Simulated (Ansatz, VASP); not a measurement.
# SrO in VASP and in Ansatz

```
Sr O
1.0
     0.00000    2.49630    2.57989
     2.57989    0.00000    2.57989
     2.57989    2.49630    0.00000
Sr O
1 1
Direct
  0.50000 0.50000 0.50000
  0.00000 0.00000 0.00000
```

Change from the starting cell: uniaxial_y strain -3.2%.

Alike in both runs: task single point; functional HSE06; k mesh 6 × 6 × 6; no spin polarisation.

|  | VASP | Ansatz |
| --- | --- | --- |
| version | VASP 6.6.1 | Ansatz 0.2.0 |
| potentials or method | VASP PAW PBE potentials, release 64 (Sr_sv, O) | plane waves, PAW |
| plane-wave cutoff (eV) | 520 | 420 |
| occupations | gaussian, width 0.01 eV | fixed |
| valence electrons in the cell | 16 | 16 |

```tsv
	VASP	Ansatz	Ansatz less VASP
gap on the k mesh at the Fermi level (eV)	4.57	4.63	+0.056
pressure (GPa)	3.8	3.1	-0.63
traceless stress, the component that is largest in VASP (GPa)	3.62	3.42	-0.196
```

Ansatz's warnings: stress exchange threshold loose, stress scf threshold loose.
